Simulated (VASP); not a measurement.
The system is K7Mg7InF24 (a cell with a defect).

```xyz
39
Lattice="7.9825 0.0000 0.0000 0.0000 7.9825 0.0000 0.0000 0.0000 7.9825" Properties=species:S:1:pos:R:3 pbc="T T T"
K     7.9407    7.9135    4.0102
K     0.0194    3.9363    0.0687
K     7.8842    4.0173    3.9777
K     4.0394    7.9789    0.0059
K     4.0381    7.9776    4.0060
K     4.0358    4.0161    0.0348
K     4.0727    3.9599    3.9939
In    2.0298    2.0332    2.0231
Mg    1.9846    1.9591    5.9651
Mg    2.0157    5.9216    1.9931
Mg    2.0734    5.9609    5.9677
Mg    5.9740    2.0033    2.0892
Mg    5.9739    2.0098    5.9240
Mg    6.0041    5.9410    2.0289
Mg    5.9850    5.9546    6.0129
F     1.9517    2.0257    7.9569
F     2.0345    2.0082    3.9889
F     2.0159    5.9809    7.9531
F     2.0204    5.9513    4.0216
F     6.0637    2.0300    7.9789
F     6.0134    2.0531    3.9932
F     5.9878    6.0701    0.0229
F     5.9361    5.9755    4.0176
F     7.9317    2.0386    2.0671
F     0.0783    2.0250    6.0194
F     0.0177    6.0505    2.0368
F     0.0311    5.9925    6.0360
F     3.9017    2.0291    1.9737
F     4.0598    2.0741    5.9456
F     4.0273    6.0153    1.9586
F     4.0413    5.9380    5.9634
F     2.0610    7.9794    1.9523
F     1.9745    0.0059    5.9508
F     1.9644    3.9885    2.0414
F     1.9616    4.0323    5.9535
F     5.9708    7.9771    1.9781
F     5.9263    0.0258    5.9732
F     5.9331    4.0093    1.9943
F     5.9079    4.0281    5.9486
```

Base run:

```yaml
Program: VASP 6.6.1
Functional: PBEsol
Potentials_or_basis: VASP PAW PBE potentials, release 64 (K_sv, In_d, Mg, F)
Cutoff: 520 eV
k_mesh: 1 × 1 × 1, shifted
Occupations: methfessel-paxton, width 0.05 eV
Spin: no spin polarisation
```

Its results: band gap on the k mesh 5.76 eV; pressure 2.4 GPa; largest force 5.169 eV/Å.

**Question.** The run is repeated on the same cell with these changes: occupations from methfessel-paxton, width 0.05 eV to fermi-dirac, width 0.05 eV; dispersion from none to D4. What comes out?

**Answer.** Band gap on the k mesh 5.76 eV; pressure 1.8 GPa; largest force 5.170 eV/Å.

Caveats: the PAW data sets were made with another functional, which shifts forces and pressure a little; spin-orbit coupling is left out, which moves the levels of the heavy elements.

A k mesh can miss the band edges.
